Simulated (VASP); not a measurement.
Wanted: the native input for a VASP 6.6.1 run.

| Quantity | Value |
| --- | --- |
| Task | single point |
| Functional | PBE-based screened hybrid with 25 % exact exchange |
| Potentials or basis | VASP PAW PBE potentials, release 64 (Nb_sv) |
| Cutoff | 520 eV |
| k mesh | 5 × 5 × 5 |
| Occupations | fermi-dirac, width 0.05 eV |
| Spin | no spin polarisation |
| Dipole correction | no |
| Grid for exact exchange (PRECFOCK) | Normal |
| Share of exact exchange | 0.25 |
| Further INCAR settings | ALGO = Normal; EDIFF = 1e-06; NBANDS = 12 |
| Screening parameter | 0.3 1/Å |

Crystal: Nb.

```
Nb
1.0
     2.75401    0.00000    0.00000
     0.00000    2.75401    0.00000
     0.00000    0.00000    2.75401
Nb
1
Direct
  0.50000 0.50000 0.50000
```

This isn't the form of Nb at room conditions, which is bcc.

One way to write it, as run:

POSCAR

```
Nb
1.0
    2.7540141299      0.0000000000      0.0000000000
    0.0000000000      2.7540141299      0.0000000000
    0.0000000000      0.0000000000      2.7540141299
Nb
1
Direct
    0.5000000000      0.5000000000      0.5000000000
```

INCAR.step1

```
ALGO = Normal ; EDIFF = 1E-5
ENCUT = 520 ; GGA = PE
ISIF = 2 ; ISMEAR = -1
LASPH = T ; LREAL = F
LWAVE = T ; NBANDS = 12
NELM = 100 ; PREC = Accurate
SIGMA = 0.05
```

INCAR.step2

```
AEXX = 0.25 ; ALGO = Normal
EDIFF = 1E-6 ; ENCUT = 520
GGA = PE ; HFSCREEN = 0.3
ISIF = 2 ; ISMEAR = -1
ISTART = 1 ; LASPH = T
LCHARG = T ; LELF = T
LHFCALC = T ; LREAL = F
LVHAR = T ; LWAVE = F
NBANDS = 12 ; NELM = 100
PREC = Accurate ; PRECFOCK = Normal
SIGMA = 0.05
```

KPOINTS

```
k-points
0
Gamma
  5 5 5
```

Potentials or basis: VASP PAW PBE potentials, release 64 (Nb_sv).

Launch:

```sh
$ cat potpaw_PBE.64/Nb_sv/POTCAR > POTCAR
$ cp INCAR.step1 INCAR
$ mpirun -np 1 vasp_std > vasp.out
$ cp INCAR.step2 INCAR
$ mpirun -np 1 vasp_std > vasp.out
```

Results of the run:

```yaml
Pressure: -0.2 GPa
Band_gap_on_the_k_mesh: zero (an odd number of electrons rules out a gap without spin polarisation)
```

Caveat: the k points lie up to 0.46 Å⁻¹ apart, too coarse for converged energies and pressures of a metal; the PAW data sets were made with another functional, which shifts forces and pressure a little.

Run time: 2.2 min on 1 thread of Intel(R) Xeon(R) Platinum 8488C (Sapphire Rapids) (shared host), peak memory 0.22 GiB.
